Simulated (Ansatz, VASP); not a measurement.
## AlN: VASP beside Ansatz

```
Al N
1.0
     0.00000    2.18869    2.18869
     2.18869    0.00000    2.18869
     2.18869    2.18869    0.00000
Al N
1 1
Direct
  0.00000 0.00000 0.00000
  0.25000 0.25000 0.25000
```

Alike in both runs: functional PBEsol; k mesh 10 × 10 × 10; occupations gaussian, width 0.02 eV; no spin polarisation.

Ansatz relaxed the structure, and its values are those at the end. VASP's run is a single point on that final structure, the one shown.

```csv
,VASP,Ansatz
version,VASP 6.6.1,Ansatz 0.2.0
potentials or method,"VASP PAW PBE potentials, release 64 (Al, N), cutoff 600 eV","scalar-relativistic, plane waves, PAW"
valence electrons in the cell,8,8
```

|  | VASP | Ansatz | Ansatz less VASP |
| --- | --- | --- | --- |
| gap on the k mesh at the Fermi level (eV) | 3.18 | 3.19 | +0.007 |
| least direct gap on the mesh (eV) | 4.08 | 4.06 | -0.016 |
| pressure (GPa) | -0.1 | 0.0 | +0.12 |

VASP's potentials were made for PBE, not for PBEsol, and Ansatz warns of the same on its side. With one functional, cell and mesh, what is left measures potentials, basis and numerics.
